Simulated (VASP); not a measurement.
Here is a VASP 6.6.1 calculation.

INCAR

```
PREC = Accurate
ENCUT = 520
EDIFF = 1E-6
ISMEAR = 0
SIGMA = 0.01
LREAL = F
LASPH = T
NELM = 60
ALGO = Normal
ISIF = 2
LWAVE = F
LCHARG = F
GGA = PE
NBANDS = 11
```

The input KPOINTS:

```
Automatic mesh
0
Gamma
  10 10 10
```

POSCAR

```
AlN
1.0
    0.0000000000      2.2015871002      2.2015871002
    2.2015871002      0.0000000000      2.2015871002
    2.2015871002      2.2015871002      0.0000000000
Al N
1 1
Direct
    0.0000000000      0.0000000000      0.0000000000
    0.7500000000      0.7500000000      0.7500000000
```

Potentials or basis: VASP PAW PBE potentials, release 64 (Al, N).

Command:

```console
$ cat potpaw_PBE.64/Al/POTCAR potpaw_PBE.64/N/POTCAR > POTCAR
$ mpirun -np 1 vasp_std > vasp.out
```

Question: What does it give for the pressure?

Answer: -0.3 GPa.

Question: Estimate the band gap on the k mesh.

Answer: 3.30 eV, indirect (least direct gap 3.98 eV).

A k mesh can miss the band edges. A hybrid or GW would open this gap; PBE tends to underestimate it.
